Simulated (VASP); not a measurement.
Input of a VASP 6.6.1 run:

Contents of INCAR:

```
SYSTEM = SiO2
ALGO     = Normal         ! electronic algorithm
EDIFF    = 1E-7           ! SCF threshold, eV
ENCUT    = 520            ! plane-wave cutoff, eV
GGA      = PE             ! functional
ISIF     = 2              ! what is computed and relaxed
ISMEAR   = 0              ! smearing method
LASPH    = .True.         ! aspherical terms in the spheres
LCHARG   = .True.         ! write CHGCAR
LELF     = .True.         ! ELF
LREAL    = .False.        ! projectors in reciprocal space
LVHAR    = .True.       
LWAVE    = .False.        ! write WAVECAR
NBANDS   = 44             ! bands
NELM     = 100            ! most SCF steps
PREC     = Accurate       ! precision mode
SIGMA    = 0.02           ! smearing width, eV
```

KPOINTS

```
k-points
0
Gamma
  6 6 4
  0 0 0
```

The input POSCAR:

```
SiO2
1.0
    4.4240184310      0.0000000000      0.0000000000
   -2.2120092155      3.8313123481      0.0000000000
    0.0000000000      0.0000000000      8.2667671606
Si O
4 8
Direct
    0.6666666667      0.3333333333      0.9376344218
    0.6666666667      0.3333333333      0.5623655782
    0.3333333333      0.6666666667      0.0623655782
    0.3333333333      0.6666666667      0.4376344218
    0.0000000000      0.3216976799      0.0000000000
    0.3216976799      0.3216976799      0.5000000000
    0.6783023201      0.0000000000      0.5000000000
    0.6783023201      0.6783023201      0.0000000000
    0.0000000000      0.6783023201      0.5000000000
    0.6666666667      0.3333333333      0.7500000000
    0.3333333333      0.6666666667      0.2500000000
    0.3216976799      0.0000000000      0.0000000000
```

Potentials or basis: VASP PAW PBE potentials, release 64 (Si, O).

Run with:

```sh
$ cat potpaw_PBE.64/Si/POTCAR potpaw_PBE.64/O/POTCAR > POTCAR
$ mpirun -np 1 vasp_std > vasp.out
```

Task: Estimate the largest force.

Result: 0.057 eV/Å.

Task: Estimate the pressure.

Result: 30.4 GPa.

Task: Predict the band gap on the k mesh.

Result: 5.86 eV, indirect (least direct gap 6.03 eV).

Forces in eV/Å, atoms in the order of the input:
```
Si   0.000  0.000 -0.057
Si   0.000  0.000  0.057
Si   0.000  0.000  0.057
Si   0.000  0.000 -0.057
O    0.013 -0.023  0.000
O   -0.013 -0.023  0.000
O    0.026  0.000  0.000
O    0.013  0.023  0.000
O   -0.013  0.023  0.000
O    0.000  0.000  0.000
O    0.000  0.000  0.000
O   -0.026  0.000  0.000
```

A k mesh can miss the band edges. As with any semilocal functional, this PBE gap is likely too small.
